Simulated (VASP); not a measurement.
Wanted: the native input for a VASP 6.6.1 run.

* Task: single point
* Functional: PBE
* Potentials or basis: VASP PAW PBE potentials, release 64 (Te, P)
* Cutoff: 520 eV
* k mesh: 6 × 6 × 4
* Occupations: gaussian, width 0.1 eV
* Spin: no spin polarisation
* Dipole correction: no
* Further INCAR settings: ALGO = Normal; EDIFF = 1e-06; NBANDS = 15

The structure of TeP2 lies in POSCAR:

```
TeP2
1.0
    3.6893728809      0.0000000000      0.0000000000
    0.0000000000      3.6893728809      0.0000000000
    0.0000000000      0.0000000000      5.0239696431
Te P
1 2
Direct
    0.0000000000      0.0000000000      0.0000000000
    0.5000000000      0.5000000000      0.2941609656
    0.5000000000      0.5000000000      0.7058390344
```

The cell was built from a structure type or drawn by symmetry, and may not be a known phase.

The input as run:

INCAR

```
PREC = Accurate
ENCUT = 520
EDIFF = 1E-6
ISMEAR = 0
SIGMA = 0.1
LREAL = False
LASPH = True
NELM = 100
ALGO = Normal
ISIF = 2
LWAVE = False
LCHARG = False
GGA = PE
NBANDS = 15
```

KPOINTS

```
Automatic mesh
0
Gamma
  6 6 4
```

Potentials or basis: VASP PAW PBE potentials, release 64 (Te, P).

Command:

```console
$ cat potpaw_PBE.64/Te/POTCAR potpaw_PBE.64/P/POTCAR > POTCAR
$ mpirun -np 1 vasp_std > vasp.out
```

Results of the run:

```
Pressure               : 0.1 GPa
Largest force          : 0.021 eV/Å
Band gap on the k mesh : zero (bands 8 and 9 overlap by 3.65 eV)
```

Caveat: spin-orbit coupling is left out, which moves the levels of the heavy elements.

It took 14 s on 1 thread of AMD EPYC 9R45 96-Core Processor (Zen 5) (shared host), peak memory 0.16 GiB.
